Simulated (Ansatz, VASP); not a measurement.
**GaN in VASP and in Ansatz**

The input INCAR:

```
SYSTEM = GaN
PREC = Accurate ; ENCUT = 520
EDIFF = 1E-7 ; ISMEAR = 0
SIGMA = 0.02 ; LREAL = .FALSE.
LASPH = .TRUE. ; NELM = 80
ALGO = Normal ; ISIF = 2
LWAVE = .FALSE. ; LCHARG = .FALSE.
GGA = PE ; IBRION = 2
NSW = 60 ; EDIFFG = -0.002
```

Contents of KPOINTS:

```
regular mesh
0
G
  10 10 10
  0 0 0
```

The input POSCAR:

```
GaN
1.0
    0.0000000000      2.2276025120      2.2276025120
    2.2276025120      0.0000000000      2.2276025120
    2.2276025120      2.2276025120      0.0000000000
Ga N
1 1
Direct
    0.0000000000      0.0000000000      0.0000000000
    0.2500000000      0.2500000000      0.2500000000
```

Input for Ansatz:

```yaml
crystal:
  lattice:
    - [0.0, 2.227602512, 2.227602512]
    - [2.227602512, 0.0, 2.227602512]
    - [2.227602512, 2.227602512, 0.0]
  atoms:
    - { symbol: Ga, position: [0.0, 0.0, 0.0] }
    - { symbol: "N", position: [0.25, 0.25, 0.25] }
basis:
  ecutwfc: 420
kpoints:
  mp_grid: { grid: [10, 10, 10] }
hamiltonian:
  xc: pbe
  pseudopotentials: { kind: paw, azcp: { folder: soft_1 } }
scf:
  occupations: { method: gaussian, width: 0.02 }
output:
  forces: true
  stress: true
  eigenvalues: true
relax:
  adjacent_minimum: "off"
  f_tol: 0.002
  max_steps: 40
```

Change from the starting cell: strained cell.

Alike in both runs: task relaxation of the atoms; functional PBE; k mesh 10 × 10 × 10; occupations gaussian, width 0.02 eV; no spin polarisation.

|  | VASP | Ansatz |
| --- | --- | --- |
| version | VASP 6.6.1 | Ansatz 0.2.0 |
| potentials or method | VASP PAW PBE potentials, release 64 (Ga_d, N), cutoff 520 eV | scalar-relativistic, plane waves, PAW |
| valence electrons in the cell | 18 | 18 |

|  | VASP | Ansatz | Ansatz less VASP |
| --- | --- | --- | --- |
| gap on the k mesh at the Fermi level, each at its own relaxed structure (eV) | 1.95 | 1.94 | -0.008 |

Ansatz's warnings: stress scf threshold loose.

Noted on VASP's run: the relaxation stopped at its first step, so nothing moved.
